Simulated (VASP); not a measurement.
# C (Fd-3m) in VASP: a series of runs

Runs on C. Level: HSE06. Tasks: single point, relaxation of cell and atoms.

All numbers are computed with VASP 6.6.1; they aren't measurements. Logs are shortened: lines on timing, memory, paths and dates and some standing lists are left out, and cuts for length are marked.

### Step 1. The cell of the first run

It takes space group Fd-3m (No. 227, cubic). Conventional cell: a = 3.546 Å, b = 3.546 Å, c = 3.546 Å, α = 90.00°, β = 90.00°, γ = 90.00°. C (site symmetry -43m) has 4 C at 1.54 Å within 2.0 Å.

### Step 2. Single point, HSE06

Input file POSCAR:

```
C
1.0
    0.0000000000      1.7727790118      1.7727790118
    1.7727790118      0.0000000000      1.7727790118
    1.7727790118      1.7727790118      0.0000000000
C
2
Direct
    0.0000000000      0.0000000000      0.0000000000
    0.2500000000      0.2500000000      0.2500000000
```

Input file INCAR.step1:

```
  PREC = Accurate
  ENCUT = 520
  EDIFF = 1E-5
  ISMEAR = 0
  SIGMA = 0.01
  LREAL = F
  LASPH = T
  NELM = 100
  ALGO = Normal
  ISIF = 2
  LWAVE = T
  LCHARG = F
  GGA = PE
  NBANDS = 11
```

Input file INCAR.step2:

```
  PREC = Accurate
  ENCUT = 520
  EDIFF = 1E-6
  ISMEAR = 0
  SIGMA = 0.01
  LREAL = F
  LASPH = T
  NELM = 100
  ALGO = Normal
  ISIF = 2
  LWAVE = F
  LCHARG = F
  GGA = PE
  LHFCALC = T
  HFSCREEN = 0.2079
  PRECFOCK = Normal
  ISTART = 1
  NBANDS = 11
```

Input file KPOINTS:

```
regular mesh
0
Gamma
  6 6 6
```

Potentials or basis: VASP PAW PBE potentials, release 64 (C).

Run with:

```console
cat potpaw_PBE.64/C/POTCAR > POTCAR
cp INCAR.step1 INCAR
mpirun -np 1 vasp_std > vasp.out
cp INCAR.step2 INCAR
mpirun -np 1 vasp_std > vasp.out
```

OUTCAR:

```text
PREC = Accurate
   ENCUT = 520
   EDIFF = 1E-6
   ISMEAR = 0
   LREAL = F
   LASPH = T
   NELM = 100
   ISIF = 2
   GGA = PE
   LHFCALC = T
   HFSCREEN = 0.2079
   PRECFOCK = Normal
   ISTART = 1

 ion  position               nearest neighbor table
   1  0.000  0.000  0.000-   2 1.54   2 1.54   2 1.54   2 1.54
   2  0.250  0.250  0.250-   1 1.54   1 1.54   1 1.54   1 1.54

  LATTYP: Found a face centered cubic cell.
 ALAT       =     3.5455580236

  Lattice vectors:

 A1 = (   0.0000000000,   1.7727790118,   1.7727790118)
 A2 = (   1.7727790118,   0.0000000000,   1.7727790118)
 A3 = (   1.7727790118,   1.7727790118,   0.0000000000)

Analysis of symmetry for initial positions (statically):
=====================================================================
 Subroutine PRICEL returns:
 Original cell was already a primitive cell.

 Routine SETGRP: Setting up the symmetry group for a
 face centered cubic supercell.

 Subroutine GETGRP returns: Found 48 space group operations
 (whereof 24 operations were pure point group operations)
 out of a pool of 48 trial point group operations.

The static configuration has the point symmetry T_d .
 The point group associated with its full space group is O_h .

Analysis of symmetry for dynamics (positions and initial velocities):
=====================================================================
 Subroutine PRICEL returns:
 Original cell was already a primitive cell.

 Routine SETGRP: Setting up the symmetry group for a
 face centered cubic supercell.

 Subroutine GETGRP returns: Found 48 space group operations
 (whereof 24 operations were pure point group operations)
 out of a pool of 48 trial point group operations.

The dynamic configuration has the point symmetry T_d .
 The point group associated with its full space group is O_h .

 Subroutine INISYM returns: Found 48 space group operations
 (whereof 24 operations are pure point group operations),
 and found     1 'primitive' translations

----------------------------------------------------------------------------------------

                                     Primitive cell

  volume of cell :      11.1428

  direct lattice vectors                    reciprocal lattice vectors
[... 91 lines left out ...]
   EMIN   =  10.00;   EMAX   =-10.00  energy-range for DOS
   EFERMI =   0.00;   METHOD = LEGACY
   ISMEAR =     0;   SIGMA  =   0.01  broadening in eV -4-tet -1-fermi 0-gaus
   EFERMI_NEDOS =   21; number of points for ismear=-14 and -15
   IALGO  =     38    algorithm
   IMIX   =      1    mixing-type and parameters
     AMIX     =   0.40;   BMIX     =  1.00
     AMIX_MAG =   1.60;   BMIX_MAG =  1.00
  volume/ion in A,a.u.               =       5.57        37.60
  Fermi-wavevector in a.u.,A,eV,Ry     =   1.465909  2.770166 29.237397  2.148888
  Thomas-Fermi vector in A             =   2.581709
   LORBIT       =      0    0 simple, 1 ext, 2 COOP (PROOUT), +10 PAW based schemes
   GGA     = PE    functional components
   LHFCALC =     T    Hartree Fock is set to
   PRECFOCK=normal    Normal, Fast or Accurate (Low or Medium for compatibility)
   ENCUT4O =  -1.0   cutoff for four orbital integrals eV
   NKREDX  =     1    reduce k-point grid by
   NKREDY  =     1    reduce k-point grid by
   NKREDZ  =     1    reduce k-point grid by
   AEXX    =    0.2500 exact exchange contribution
   HFSCREEN=    0.2079 screening length (either q_TF or 0.3 A-1)
   HFSCREENC=   0.2079 screening length for correlation (either q_TF or 0.3 A-1)
   ENCUTFOCK=  -1.0 apply spherical cutoff to Coloumb kernel
   IVDW    =     0    specifies the selected vdW correction
   LEPSILON=     F    determine dielectric tensor
   LRPA    =     F    only Hartree local field effects (RPA)
 non-spin polarized calculation
 Gauss-broadening in eV      SIGMA  =   0.01
  energy-cutoff  :      520.00
  volume of cell :       11.14
 maximum number of plane-waves:       310
 NGX is ok and might be reduce to    20
  NGX = 14; NGY = 14; NGZ = 14

 number of electron       7.9999999 magnetization

 Free energy of the ion-electron system (eV)
  ---------------------------------------------------
  ext. energy  EPLUGINS =         0.00000000
  ---------------------------------------------------
  free energy    TOTEN  =       -21.04413758 eV

  energy without entropy =      -21.04413758  energy(sigma->0) =      -21.04413758

 E-fermi :   9.4835     XC(G=0): -10.8911

 val. band max:        9.3688747165   @ k =   0.0000   0.0000   0.0000
 cond. band min:      14.7340437575   @ k =   0.3333   0.3333   0.0000
 fundamental gap:      5.3651690410
 Fermi energy:         9.4834623755

 k-point     1 :       0.0000    0.0000    0.0000
  band No.  band energies     occupation
      1     -14.4173      2.00000
      2       9.3689      2.00000
      3       9.3689      2.00000
      4       9.3689      2.00000
      5      16.3995      0.00000
      6      16.3995      0.00000
      7      16.3995      0.00000
      8      25.0670      0.00000
      9      30.4607      0.00000
     10      37.8782      0.00000
     11      37.8782      0.00000
[... 197 lines left out ...]
 k-point    16 :      -0.3333    0.5000    0.1667
  band No.  band energies     occupation
      1      -4.2359      2.00000
      2      -4.2359      2.00000
      3       0.7349      2.00000
      4       0.7349      2.00000
      5      19.0849      0.00000
      6      19.0849      0.00000
      7      26.2346      0.00000
      8      26.2346      0.00000
      9      33.5865      0.00000
     10      33.5865      0.00000
     11      42.3836      0.00000

------------------------ aborting loop because EDIFF is reached ----------------------------------------

  FORCE on cell =-STRESS in cart. coord.  units (eV):
  Direction    XX          YY          ZZ          XY          YZ          ZX
  --------------------------------------------------------------------------------------
  -------------------------------------------------------------------------------------
  Total        0.0680017      0.0680017      0.0680017     -0.0000000     -0.0000000     -0.0000000
  in kB        9.7777028      9.7777028      9.7777028     -0.0000000     -0.0000000     -0.0000000
  external PRESSURE =       9.7777028 kB  Pullay stress =       0.0000000 kB

 VOLUME and BASIS-vectors are now :
 -----------------------------------------------------------------------------
  energy-cutoff  :      520.00
  volume of cell :       11.14
      direct lattice vectors                 reciprocal lattice vectors
     0.000000000  1.772779012  1.772779012    -0.282043050  0.282043050  0.282043050
     1.772779012  0.000000000  1.772779012     0.282043050 -0.282043050  0.282043050
     1.772779012  1.772779012  0.000000000     0.282043050  0.282043050 -0.282043050

 POSITION                                       TOTAL-FORCE (eV/Angst)
 -----------------------------------------------------------------------------------
      0.00000      0.00000      0.00000         0.000000      0.000000      0.000000
      0.88639      0.88639      0.88639        -0.000000     -0.000000     -0.000000
 -----------------------------------------------------------------------------------
    total drift:                               -0.000000     -0.000000     -0.000000

  FREE ENERGIE OF THE ION-ELECTRON SYSTEM (eV)
  ---------------------------------------------------
  free  energy   TOTEN  =       -21.0441375826 eV

  energy  without entropy=      -21.0441375826  energy(sigma->0) =      -21.04413758
```

Run time: 2.2 min. Hardware: 1 thread of Intel Xeon Platinum 8259CL at 2.50GHz (Skylake/Cascade Lake), shared host; peak memory 0.21 GiB.

What came out:

* Free energy: -21.0441 eV
* Pressure: 1.0 GPa
* Band gap on the k mesh: 5.37 eV (least direct gap 7.03 eV)

Levels at points of the mesh, in eV from the valence-band top:
```csv
k point,band 1,band 2,band 3,band 4,band 5,band 6,band 7,band 8
"(0.00, 0.00, 0.00)",-23.79,0.00,0.00,0.00,7.03,7.03,7.03,15.70
"(0.50, 0.00, 0.00)",-17.46,-14.82,-3.11,-3.11,10.10,10.10,10.60,17.77
"(0.50, 0.50, 0.00)",-14.20,-14.20,-6.99,-6.99,5.95,5.95,19.51,19.51
```

Caveat: the k points lie up to 0.51 Å⁻¹ apart; the PAW data sets were made with another functional, which shifts forces and pressure a little. A k mesh can miss the band edges.

### Step 3. Relaxation of cell and atoms, HSE06

This run uses another cell than the first one, of 5.67 Å³/atom.

Input file POSCAR:

```
C
1.0
    0.0000000000      1.7835000000      1.7835000000
    1.7835000000      0.0000000000      1.7835000000
    1.7835000000      1.7835000000      0.0000000000
C
2
Direct
    0.0000000000      0.0000000000      0.0000000000
    0.2500000000      0.2500000000      0.2500000000
```

Input file INCAR.step1:

```
SYSTEM = C
PREC = Accurate
ENCUT = 600
EDIFF = 1E-5
ISMEAR = 0
SIGMA = 0.01
LREAL = .False.
LASPH = .True.
NELM = 80
ALGO = Normal
LWAVE = .True.
LCHARG = .False.
GGA = PE
NBANDS = 11
```

Input file INCAR.step2:

```
SYSTEM = C
PREC = Accurate
ENCUT = 600
EDIFF = 1E-6
ISMEAR = 0
SIGMA = 0.01
LREAL = .False.
LASPH = .True.
NELM = 80
ALGO = Normal
ISIF = 3
LWAVE = .False.
LCHARG = .False.
GGA = PE
LHFCALC = .True.
HFSCREEN = 0.2079
PRECFOCK = Normal
IBRION = 2
NSW = 80
EDIFFG = -0.002
ISTART = 1
```

Input file KPOINTS:

```
regular mesh
0
Gamma
  6 6 6
  0 0 0
```

Potentials or basis: VASP PAW PBE potentials, release 64 (C).

Run with:

```console
cat potpaw_PBE.64/C/POTCAR > POTCAR
cp INCAR.step1 INCAR
mpirun -np 1 vasp_std > vasp.out
cp INCAR.step2 INCAR
mpirun -np 1 vasp_std > vasp.out
```

OUTCAR:

```text
SYSTEM = C
   PREC = Accurate
   ENCUT = 600
   EDIFF = 1E-6
   ISMEAR = 0
   LREAL = .False.
   LASPH = .True.
   NELM = 80
   ISIF = 3
   GGA = PE
   LHFCALC = .True.
   HFSCREEN = 0.2079
   PRECFOCK = Normal
   IBRION = 2
   NSW = 80
   EDIFFG = -0.002
   ISTART = 1

 ion  position               nearest neighbor table
   1  0.000  0.000  0.000-   2 1.54   2 1.54   2 1.54   2 1.54
   2  0.250  0.250  0.250-   1 1.54   1 1.54   1 1.54   1 1.54

  LATTYP: Found a face centered cubic cell.
 ALAT       =     3.5670000000

  Lattice vectors:

 A1 = (   0.0000000000,   1.7835000000,   1.7835000000)
 A2 = (   1.7835000000,   0.0000000000,   1.7835000000)
 A3 = (   1.7835000000,   1.7835000000,   0.0000000000)

Analysis of symmetry for initial positions (statically):
=====================================================================
 Subroutine PRICEL returns:
 Original cell was already a primitive cell.

 Routine SETGRP: Setting up the symmetry group for a
 face centered cubic supercell.

 Subroutine GETGRP returns: Found 48 space group operations
[... 154 lines left out ...]
 maximum number of plane-waves:       392
  NGX = 16; NGY = 16; NGZ = 16

--------------------------------------- Ionic step        1  -------------------------------------------

 number of electron       7.9999999 magnetization

 Free energy of the ion-electron system (eV)
  ---------------------------------------------------
  ext. energy  EPLUGINS =         0.00000000
  ---------------------------------------------------
  free energy    TOTEN  =       -21.04609682 eV

  energy without entropy =      -21.04609682  energy(sigma->0) =      -21.04609682

------------------------ aborting loop because EDIFF is reached ----------------------------------------

  FORCE on cell =-STRESS in cart. coord.  units (eV):
  Direction    XX          YY          ZZ          XY          YZ          ZX
  --------------------------------------------------------------------------------------
  -------------------------------------------------------------------------------------
  Total       -0.5717766     -0.5717766     -0.5717766     -0.0000000      0.0000000      0.0000000
  in kB      -80.7397923    -80.7397923    -80.7397923     -0.0000000      0.0000000      0.0000000
  external PRESSURE =     -80.7397923 kB  Pullay stress =       0.0000000 kB
[... 59 lines left out ...]
--------------------------------------- Ionic step        3  -------------------------------------------

 number of electron       7.9999999 magnetization

 Free energy of the ion-electron system (eV)
  ---------------------------------------------------
  ext. energy  EPLUGINS =         0.00000000
  ---------------------------------------------------
  free energy    TOTEN  =       -21.05118693 eV

  energy without entropy =      -21.05118693  energy(sigma->0) =      -21.05118693

 E-fermi :   9.4810     XC(G=0): -10.8890

 val. band max:        9.3600721488   @ k =   0.0000   0.0000   0.0000
 cond. band min:      14.7246444194   @ k =   0.3333   0.3333   0.0000
 fundamental gap:      5.3645722705
 Fermi energy:         9.4810170440

 k-point     1 :       0.0000    0.0000    0.0000
  band No.  band energies     occupation
      1     -14.4185      2.00000
      2       9.3601      2.00000
      3       9.3601      2.00000
      4       9.3601      2.00000
      5      16.3895      0.00000
      6      16.3895      0.00000
      7      16.3895      0.00000
      8      25.0454      0.00000
[... 192 lines left out ...]
  FREE ENERGIE OF THE ION-ELECTRON SYSTEM (eV)
  ---------------------------------------------------
  free  energy   TOTEN  =       -21.0511869264 eV

  energy  without entropy=      -21.0511869264  energy(sigma->0) =      -21.05118693

 reached required accuracy - stopping structural energy minimisation
```

OUTCAR.step1:

```text
SYSTEM = C
   PREC = Accurate
   ENCUT = 600
   EDIFF = 1E-5
   ISMEAR = 0
[... 437 lines left out ...]
      0.00000      0.00000      0.00000         0.000000      0.000000      0.000000
      0.89175      0.89175      0.89175        -0.000000     -0.000000     -0.000000
 -----------------------------------------------------------------------------------
    total drift:                                0.000000      0.000000      0.000000

  FREE ENERGIE OF THE ION-ELECTRON SYSTEM (eV)
  ---------------------------------------------------
  free  energy   TOTEN  =       -18.1807367026 eV

  energy  without entropy=      -18.1807367026  energy(sigma->0) =      -18.18073670
```

OSZICAR.step1:

```text
N       E                     dE             d eps       ncg     rms          rms(c)
DAV:   1     0.133987091053E+01    0.13399E+01   -0.54424E+03   352   0.837E+02
DAV:   2    -0.184550770427E+02   -0.19795E+02   -0.19235E+02   445   0.128E+02
DAV:   3    -0.188198147038E+02   -0.36474E+00   -0.36379E+00   415   0.136E+01
DAV:   4    -0.188204388073E+02   -0.62410E-03   -0.62409E-03   381   0.680E-01
DAV:   5    -0.188204395029E+02   -0.69563E-06   -0.69559E-06   400   0.222E-02    0.553E+00
DAV:   6    -0.183405577728E+02    0.47988E+00   -0.24968E-01   367   0.352E+00    0.330E+00
DAV:   7    -0.181788574293E+02    0.16170E+00   -0.30641E-01   367   0.396E+00    0.748E-01
DAV:   8    -0.181806748395E+02   -0.18174E-02   -0.85458E-03   358   0.692E-01    0.439E-02
DAV:   9    -0.181807165315E+02   -0.41692E-04   -0.64398E-05   422   0.650E-02    0.241E-02
DAV:  10    -0.181807366151E+02   -0.20084E-04   -0.15290E-05   361   0.343E-02    0.525E-03
DAV:  11    -0.181807367026E+02   -0.87424E-07   -0.26685E-07   176   0.473E-03
   1 F= -.18180737E+02 E0= -.18180737E+02  d E =-.250726-116
```

Wall time 6.8 min (1 thread of Intel Xeon Platinum 8259CL at 2.50GHz (Skylake/Cascade Lake), shared host); peak memory 0.22 GiB.

Results:

| Property | Result |
| --- | --- |
| Free energy | -21.0512 eV |
| Relaxed volume | 5.57 Å³/atom |
| Relaxed cell | a = 2.507 Å, b = 2.507 Å, c = 2.507 Å, α = 60.00°, β = 60.00°, γ = 60.00° |
| Space group after relaxing (to 0.1 Å) | Fd-3m (No. 227) |
| Energy gained by relaxing | 2.5 meV/atom |
| Ionic steps | 3 |
| Pressure after relaxing | 0.0 GPa |
| Band gap on the k mesh | 5.36 eV (least direct gap 7.03 eV) |

Step by step:
| step | energy change (eV) | largest force (eV/Å) | pressure (GPa) | volume (Å³) |
| --- | --- | --- | --- | --- |
| 1 | 0.0000 | 0.0000 | -8.07 | 11.35 |
| 2 | 0.0044 | 0.0000 | 11.71 | 10.88 |
| 3 | -0.0051 | 0.0000 | -0.04 | 11.15 |

Final structure:
```cif
data_structure
_symmetry_space_group_name_H-M 'P 1'
_symmetry_Int_Tables_number 1
_cell_length_a 2.5075
_cell_length_b 2.5075
_cell_length_c 2.5075
_cell_angle_alpha 60.000
_cell_angle_beta 60.000
_cell_angle_gamma 60.000
_cell_volume 11.15
loop_
_atom_site_label
_atom_site_type_symbol
_atom_site_fract_x
_atom_site_fract_y
_atom_site_fract_z
_atom_site_occupancy
C1 C 0.00000 0.00000 0.00000 1
C2 C 0.25000 0.25000 0.25000 1
```

Caveat: the k points lie up to 0.51 Å⁻¹ apart in the final cell; the PAW data sets were made with another functional, which shifts forces and pressure a little.
